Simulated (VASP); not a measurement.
# HfTi2Si2: single point with PBE

HfTi2Si2:

```
Hf Ti Si
1.0
     3.63076    0.00000    0.00000
    -1.81538    3.14433    0.00000
     0.00000    0.00000    6.02627
Hf Ti Si
1 2 2
Cartesian
  0.0000 0.0000 0.0000
  1.8154 1.0481 2.3563
  0.0000 2.0962 3.6700
  0.0000 2.0962 1.5005
  1.8154 1.0481 4.5257
```

The cell was generated, and may not be a known phase.

| Property | Result |
| --- | --- |
| Program | VASP 6.6.1 |
| Task | single point |
| Functional | PBE |
| Potentials or basis | VASP PAW PBE potentials, release 64 (Hf_pv, Ti_sv, Si) |
| Cutoff | 520 eV |
| k mesh | 6 × 6 × 4 |
| Occupations | gaussian, width 0.1 eV |
| Spin | no spin polarisation |
| Dipole correction | no |
| Further INCAR settings | ALGO = Normal; EDIFF = 1e-06; NBANDS = 29 |

```
Pressure               : 66.0 GPa
Largest force          : 6.195 eV/Å
Band gap on the k mesh : zero (bands 21 and 22 overlap by 0.61 eV)
```

Forces in eV/Å, atoms in the order of the input:
```
Hf   0.000  0.000  0.000
Ti   0.000  0.000 -5.549
Ti   0.000  0.000  5.549
Si   0.000  0.000 -6.195
Si   0.000  0.000  6.195
```

Stress tensor (GPa, compression positive):
```
54.33  0.00  0.00
 0.00 54.33  0.00
 0.00  0.00 89.46
```

Levels at points of the mesh, in eV from the Fermi level:
```tsv
k point	band 18	band 19	band 20	band 21	band 22	band 23	band 24	band 25
(0.00, 0.00, 0.00)	-2.18	-1.93	-0.95	-0.95	1.90	2.38	2.38	2.75
(0.50, 0.00, 0.00)	-2.14	-1.48	-0.23	-0.11	0.13	1.55	1.68	2.03
(0.00, 0.00, 0.50)	-1.48	-0.81	0.33	0.33	0.60	1.05	1.05	1.08
(0.50, 0.00, 0.50)	-1.60	-1.53	-0.75	0.05	0.15	1.23	1.70	1.75
```

It took 33 s on 1 thread of Intel(R) Xeon(R) Platinum 8488C (Sapphire Rapids), on a shared host, peak memory 0.2 GiB.

Caveat: the stress differs along the axes, from 54 to 89 GPa; spin-orbit coupling is left out, which moves the levels of the heavy elements; forces of over 1 eV/Å act on the atoms, so gaps and moduli don't describe the material at rest.
